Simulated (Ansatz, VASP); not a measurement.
Two plane-wave programs on Cu

```
Cu
1.0
     1.18910   -3.86965    0.00000
     1.18910    3.86965    0.00000
     0.00000    0.00000    2.51421
Cu
2
Direct
  0.07752 0.80945 0.25000
  0.92248 0.19055 0.75000
```

Change from the starting cell: mode 4 frozen in at -0.140 Å, equal normal strain along x and y -0.0400.

Alike in both runs: task single point; functional PBE; k mesh 18 × 18 × 18; occupations gaussian, width 0.15 eV; no spin polarisation.

```csv
,VASP,Ansatz
version,VASP 6.6.1,Ansatz 0.2.0
potentials or method,"VASP PAW PBE potentials, release 64 (Cu), cutoff 520 eV","scalar-relativistic, plane waves, PAW"
valence electrons in the cell,22,38
```

|  | VASP | Ansatz | Ansatz less VASP |
| --- | --- | --- | --- |
| gap on the k mesh at the Fermi level (eV) | none | none | - |
| pressure (GPa) | 14.4 | 13.8 | -0.61 |
| traceless stress, the component that is largest in VASP (GPa) | 8.88 | 8.87 | -0.016 |
| rms of the force components (eV/Å) | 0.332 | 0.328 | -0.0031 |

Atom by atom the forces differ by 0.004 eV/Å (rms over components). A gap of «none» marks a metal or a gap that the smearing closes. With one functional, cell and mesh, what is left measures potentials, basis and numerics. VASP's potentials hold 22 valence electrons a cell and Ansatz's 38, so a difference there can come from the potentials and not from the codes.
